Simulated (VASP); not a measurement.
# C (C2/m) in VASP: further runs

C is run at these levels: LDA, r2SCAN+D4, PBEsol+D3(BJ); tasks: single point, relaxation of cell and atoms.

Program: VASP 6.6.1. These are calculated values, not measurements. Logs are shortened: lines on timing, memory, paths and dates and some standing lists are left out, and cuts for length are marked.

## (1) The cell of the first run

Symmetry: C2/m, No. 12, monoclinic system. Conventional cell: a = 4.235 Å, b = 2.445 Å, c = 3.623 Å, α = 90.00°, β = 112.76°, γ = 90.00°. C (site symmetry m) has 3 C at 1.41 Å within 1.9 Å.

## (2) Single point, LDA

INCAR

```
SYSTEM = C
ALGO = Normal
EDIFF = 1E-6
ENCUT = 520
ISIF = 2
ISMEAR = 1
LASPH = .True.
LCHARG = .True.
LELF = .True.
LREAL = .False.
LVHAR = .True.
LWAVE = .False.
NBANDS = 11
NELM = 100
PREC = Accurate
SIGMA = 0.1
```

KPOINTS

```
k-points
0
Gamma
  16 16 9
  0 0 0
```

POSCAR

```
C
1.0
    2.1173508240     -1.2224488596     -0.0090139688
    2.1173508240      1.2224488596     -0.0090139688
   -1.3874496555      0.0000000000      3.3471492685
C
2
Direct
    0.8333801823      0.8333801823      0.0001418023
    0.1666198177      0.1666198177      0.9998581977
```

Potentials or basis: VASP PAW LDA potentials, release 64 (C).

On the command line:

```console
$ cat potpaw_LDA.64/C/POTCAR > POTCAR
$ mpirun -np 1 vasp_std > vasp.out
```

OUTCAR:

```text
SYSTEM = C
   EDIFF = 1E-6
   ENCUT = 520
   ISIF = 2
   ISMEAR = 1
   LASPH = .True.
   LREAL = .False.
   NELM = 100
   PREC = Accurate

 ion  position               nearest neighbor table
   1  0.833  0.833  0.000-   2 1.41   2 1.41   2 1.41
   2  0.167  0.167  1.000-   1 1.41   1 1.41   1 1.41

  LATTYP: Found a base centered monoclinic cell.
 ALAT       =     4.2347400220
 B/A-ratio  =     0.5773430497
 C/A-ratio  =     0.8556172989
 COS(beta)  =    -0.3868517385

  Lattice vectors:

 A1 = (   2.1173508240,  -1.2224488596,  -0.0090139688)
 A2 = (   2.1173508240,   1.2224488596,  -0.0090139688)
 A3 = (  -1.3874496555,   0.0000000000,   3.3471492685)

Analysis of symmetry for initial positions (statically):
=====================================================================
 Subroutine PRICEL returns:
 Original cell was already a primitive cell.

 Routine SETGRP: Setting up the symmetry group for a
 base centered monoclinic supercell.

 Subroutine GETGRP returns: Found  4 space group operations
 (whereof  4 operations were pure point group operations)
 out of a pool of  4 trial point group operations.

The static configuration has the point symmetry C_2h.

Analysis of symmetry for dynamics (positions and initial velocities):
=====================================================================
 Subroutine PRICEL returns:
 Original cell was already a primitive cell.

 Routine SETGRP: Setting up the symmetry group for a
 base centered monoclinic supercell.

 Subroutine GETGRP returns: Found  4 space group operations
 (whereof  4 operations were pure point group operations)
 out of a pool of  4 trial point group operations.

The dynamic configuration has the point symmetry C_2h.

 Subroutine INISYM returns: Found  4 space group operations
 (whereof  4 operations are pure point group operations),
 and found     1 'primitive' translations

----------------------------------------------------------------------------------------

                                     Primitive cell

  volume of cell :      17.2966

  direct lattice vectors                    reciprocal lattice vectors
     2.117350824 -1.222448860 -0.009013969     0.236561600 -0.409015065  0.098058761
     2.117350824  1.222448860 -0.009013969     0.236561600  0.409015065  0.098058761
    -1.387449655  0.000000000  3.347149268     0.001274134  0.000000000  0.299289848

  length of vectors
     2.444920649  2.444920649  3.623316819     0.482566301  0.482566301  0.299292561

  position of ions in fractional coordinates (direct lattice)
     0.833380182  0.833380182  0.000141802
     0.166619818  0.166619818  0.999858198

  ion indices of the primitive-cell ions
   primitive index   ion index
                 1           1
                 2           2

----------------------------------------------------------------------------------------

 KPOINTS: k-points

Automatic generation of k-mesh.
 Grid dimensions read from file:
 generate k-points for:   16   16    9

 Generating k-lattice:

  Cartesian coordinates                     Fractional coordinates (reciprocal lattice)
     0.014785100 -0.025563442  0.006128673     0.062500000 -0.000000000  0.000000000
     0.014785100  0.025563442  0.006128673    -0.000000000  0.062500000  0.000000000
     0.000141570  0.000000000  0.033254428     0.000000000  0.000000000  0.111111111

  Length of vectors
     0.030160394  0.030160394  0.033254729

  Shift w.r.t. Gamma in fractional coordinates (k-lattice)
     0.000000000  0.000000000  0.000000000

 Subroutine IBZKPT returns following result:
 ===========================================

 Found    617 irreducible k-points:

 Following reciprocal coordinates:
            Coordinates               Weight
  0.000000  0.000000  0.000000      1.000000
  0.062500  0.000000 -0.000000      4.000000
  0.125000  0.000000 -0.000000      4.000000
  0.187500  0.000000 -0.000000      4.000000
  0.250000  0.000000 -0.000000      4.000000
  0.312500  0.000000 -0.000000      4.000000
[... 16 lines left out ...]
 -0.125000  0.062500  0.000000      4.000000
 -0.062500  0.062500  0.000000      2.000000
 [... further k-points ...]
   k-points           NKPTS =    617   k-points in BZ     NKDIM =    617   number of bands    NBANDS=     11
   number of dos      NEDOS =    301   number of ions     NIONS =      2
   total plane-waves  NPLWV =   9072
   dimension x,y,z NGX =    18 NGY =   18 NGZ =   28
   dimension x,y,z NGXF=    36 NGYF=   36 NGZF=   56
   ions per type =               2
   NGX,Y,Z   is equivalent  to a cutoff of  12.24, 12.24, 12.85 a.u.
   NGXF,Y,Z  is equivalent  to a cutoff of  24.48, 24.48, 25.69 a.u.
 SYSTEM =  C
   PREC   = accura    normal or accurate (medium, high low for compatibility)
   ISTART =      0    job   : 0-new  1-cont  2-samecut
   ICHARG =      2    charge: 1-file 2-atom 10-const
   ISPIN  =      1    spin polarized calculation?
   LNONCOLLINEAR =      F non collinear calculations
   LSORBIT =      F    spin-orbit coupling
   LASPH  =      T    aspherical Exc in radial PAW
   ENCUT  =  520.0 eV  38.22 Ry    6.18 a.u.   4.55  4.55  6.74*2*pi/ulx,y,z
   NELM   =    100;   NELMIN=  2; NELMDL= -5     # of ELM steps
   EDIFF  = 0.1E-05   stopping-criterion for ELM
   LREAL  =      F    real-space projection
   EDIFFG = 0.1E-04   stopping-criterion for IOM
   NSW    =      0    number of steps for IOM
   IBRION =     -1    ionic relax: 0-MD 1-quasi-New 2-CG
   NFREE  =      0    steps in history (QN), initial steepest desc. (CG)
   ISIF   =      2    stress and relaxation
   ISYM   =      2    0-nonsym 1-usesym 2-fastsym
   POTIM  = 0.5000    time-step for ionic-motion
   TEBEG  =    0.0;   TEEND  =   0.0 temperature during run
   PSTRESS=    0.0 pullay stress
   NELECT =       8.0000    total number of electrons
   NUPDOWN=      -1.0000    fix difference up-down
   EMIN   =  10.00;   EMAX   =-10.00  energy-range for DOS
   EFERMI =   0.00;   METHOD = LEGACY
   ISMEAR =     1;   SIGMA  =   0.10  broadening in eV -4-tet -1-fermi 0-gaus
   EFERMI_NEDOS =   21; number of points for ismear=-14 and -15
   IALGO  =     38    algorithm
   IMIX   =      4    mixing-type and parameters
     AMIX     =   0.40;   BMIX     =  1.00
     AMIX_MAG =   1.60;   BMIX_MAG =  1.00
  volume/ion in A,a.u.               =       8.65        58.36
  Fermi-wavevector in a.u.,A,eV,Ry     =   1.266050  2.392488 21.808554  1.602884
  Thomas-Fermi vector in A             =   2.399271
   LORBIT       =      0    0 simple, 1 ext, 2 COOP (PROOUT), +10 PAW based schemes
   GGA     = CA    functional components
   LHFCALC =     F    Hartree Fock is set to
   AEXX    =    0.0000 exact exchange contribution
   IVDW    =     0    specifies the selected vdW correction
   LEPSILON=     F    determine dielectric tensor
   LRPA    =     F    only Hartree local field effects (RPA)
 non-spin polarized calculation
 Methfessel and Paxton  Order N= 1 SIGMA  =   0.10
  energy-cutoff  :      520.00
  volume of cell :       17.30
 maximum number of plane-waves:       478
   NGX =  9   NGY =  9   NGZ = 13

 number of electron       8.0000000 magnetization

 Free energy of the ion-electron system (eV)
  ---------------------------------------------------
  ext. energy  EPLUGINS =         0.00000000
  ---------------------------------------------------
  free energy    TOTEN  =       -20.22373332 eV

  energy without entropy =      -20.22375426  energy(sigma->0) =      -20.22374030

 E-fermi :   4.6689     XC(G=0): -10.8301

 val. band max:        4.5955309926   @ k =  -0.3125   0.3125   0.0000
 cond. band min:       5.0271342573   @ k =  -0.3125   0.3750   0.3333
 fundamental gap:      0.4316032646
 Fermi energy:         4.6688690010

 k-point     1 :       0.0000    0.0000    0.0000
  band No.  band energies     occupation
      1     -14.8929      2.00000
      2      -1.9419      2.00000
      3       1.7616      2.00000
      4       1.7620      2.00000
      5       8.5640      0.00000
      6      13.2326      0.00000
      7      13.2336      0.00000
      8      16.2984      0.00000
      9      18.2602      0.00000
     10      27.4749      0.00000
     11      30.2126      0.00000

 k-point     2 :       0.0625    0.0000   -0.0000
  band No.  band energies     occupation
      1     -14.7975      2.00000
      2      -1.8447      2.00000
      3       1.3939      2.00000
      4       1.5621      2.00000
      5       8.6997      0.00000
      6      13.2903      0.00000
      7      13.6375      0.00000
      8      15.9639      0.00000
      9      18.4063      0.00000
     10      27.7775      0.00000
     11      29.5086      0.00000

 k-point     3 :       0.1250    0.0000   -0.0000
  band No.  band energies     occupation
      1     -14.5120      2.00000
      2      -1.5541      2.00000
      3       0.3985      2.00000
      4       1.0468      2.00000
      5       9.1065      0.00000
      6      13.3665      0.00000
      7      14.7589      0.00000
      8      15.0361      0.00000
      9      18.8678      0.00000
     10      27.5928      0.00000
     11      28.6593      0.00000
[... 267 lines left out ...]
 k-point    23 :      -0.1250    0.0625    0.0000
  band No.  band energies     occupation
      1     -14.2349      2.00000
      2      -1.2018      2.00000
      3      -0.3599      2.00000
      4       0.4932      2.00000
      5       9.3860      0.00000
      6      13.5987      0.00000
      7      14.2067      0.00000
      8      15.4344      0.00000
      9      19.4545      0.00000
     10      25.8363      0.00000
     11      29.0383      0.00000

 k-point    24 :      -0.0625    0.0625    0.0000
  band No.  band energies     occupation
      1     -14.6109      2.00000
      2      -1.6181      2.00000
      3       0.7582      2.00000
      4       1.1596      2.00000
      5       8.9062      0.00000
      6      13.4471      0.00000
      7      14.2918      0.00000
      8      15.3273      0.00000
      9      18.7353      0.00000
     10      27.9371      0.00000
     11      28.3299      0.00000

 [... further k-points ...]

------------------------ aborting loop because EDIFF is reached ----------------------------------------

  FORCE on cell =-STRESS in cart. coord.  units (eV):
  Direction    XX          YY          ZZ          XY          YZ          ZX
  --------------------------------------------------------------------------------------
  -------------------------------------------------------------------------------------
  Total        0.1352195      0.1344546     -0.0166110      0.0000000      0.0000000     -0.0021083
  in kB       12.5253081     12.4544559     -1.5386713      0.0000000      0.0000000     -0.1952932
  external PRESSURE =       7.8136976 kB  Pullay stress =       0.0000000 kB

 VOLUME and BASIS-vectors are now :
 -----------------------------------------------------------------------------
  energy-cutoff  :      520.00
  volume of cell :       17.30
      direct lattice vectors                 reciprocal lattice vectors
     2.117350824 -1.222448860 -0.009013969     0.236561600 -0.409015065  0.098058761
     2.117350824  1.222448860 -0.009013969     0.236561600  0.409015065  0.098058761
    -1.387449655  0.000000000  3.347149268     0.001274134  0.000000000  0.299289848

 POSITION                                       TOTAL-FORCE (eV/Angst)
 -----------------------------------------------------------------------------------
      3.52892      0.00000     -0.01455        -0.000252      0.000000      0.000497
     -0.68167      0.00000      3.34367         0.000252      0.000000     -0.000497
 -----------------------------------------------------------------------------------
    total drift:                                0.000000     -0.000000     -0.000000

  FREE ENERGIE OF THE ION-ELECTRON SYSTEM (eV)
  ---------------------------------------------------
  free  energy   TOTEN  =       -20.2237333239 eV

  energy  without entropy=      -20.2237542591  energy(sigma->0) =      -20.22374030
```

Wall time 34 s (1 thread of Intel Xeon 6975P-C (Granite Rapids), shared host); peak memory 0.19 GiB.

What came out:

```yaml
Free_energy: -20.2237 eV
Pressure: 0.8 GPa
```

Stress tensor (GPa, compression positive):
```
 1.25  0.00 -0.02
 0.00  1.25  0.00
-0.02  0.00 -0.15
```

(Continued in part 2 of 2.)
